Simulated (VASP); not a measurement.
MgAu, 2 atoms in the cell. Symmetry: Pm-3m, No. 221, cubic system. The conventional cell has a = 2.497 Å, b = 2.497 Å, c = 2.497 Å, α = 90.00°, β = 90.00°, γ = 90.00°. Mg (site symmetry m-3m) has 8 Au at 2.16 Å and 6 Mg at 2.50 Å within 2.9 Å. Au (site symmetry m-3m) has 8 Mg at 2.16 Å and 6 Au at 2.50 Å within 2.9 Å. 

- Program: VASP 6.6.1
- Task: relaxation of the atoms
- Functional: r2SCAN
- Potentials or basis: VASP PAW PBE potentials, release 64 (Mg, Au)
- Cutoff: 580 eV
- k mesh: 11 × 11 × 11
- Occupations: fermi-dirac, width 0.05 eV
- Spin: no spin polarisation
- Dipole correction: no
- Further INCAR settings: ALGO = Normal; EDIFF = 1e-07; IBRION = 2; EDIFFG = -0.01; NSW = 50

Potentials or basis: VASP PAW PBE potentials, release 64 (Mg, Au).

The run is started by

```bash
$ cat potpaw_PBE.64/Mg/POTCAR potpaw_PBE.64/Au/POTCAR > POTCAR
$ cp INCAR.step1 INCAR
$ mpirun -np 1 vasp_std > vasp.out
$ cp INCAR.step2 INCAR
$ mpirun -np 1 vasp_std > vasp.out
```

Hardware: 1 thread of Intel(R) Xeon(R) Platinum 8375C CPU @ 2.90GHz (Ice Lake), on a shared host.

Q: Estimate the wall time of this run.

A: It took 24 s on 1 thread of Intel(R) Xeon(R) Platinum 8375C CPU @ 2.90GHz (Ice Lake) (shared host), peak memory 0.14 GiB. Counts: k points 56, ion steps 1.
